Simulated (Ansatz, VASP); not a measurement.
Ir in VASP and in Ansatz

```
Ir
1.0
    -0.05759    1.89090    1.89090
     1.89090   -0.05759    1.89090
     1.89090    1.89090   -0.05759
Ir
1
Direct
  0.00000 0.00000 0.00000
```

Change from the starting cell: equal xy, yz and zx shear strains of -3 %.

Alike in both runs: task single point; functional PBE; k mesh 15 × 15 × 15; occupations fermi-dirac, width 0.05 eV; no spin polarisation.

```csv
,VASP,Ansatz
version,VASP 6.6.1,Ansatz 0.2.0
potentials or method,"VASP PAW PBE potentials, release 64 (Ir), cutoff 520 eV","all-electron LAPW, scalar-relativistic"
```

```tsv
	VASP	Ansatz	Ansatz less VASP
pressure (GPa)	10.9	10.2	-0.69
traceless stress, the component that is largest in VASP (GPa)	8.38	8.40	+0.011
```

Ansatz ran all-electron here, and VASP with PAW potentials.

Neither program's run includes spin-orbit coupling.
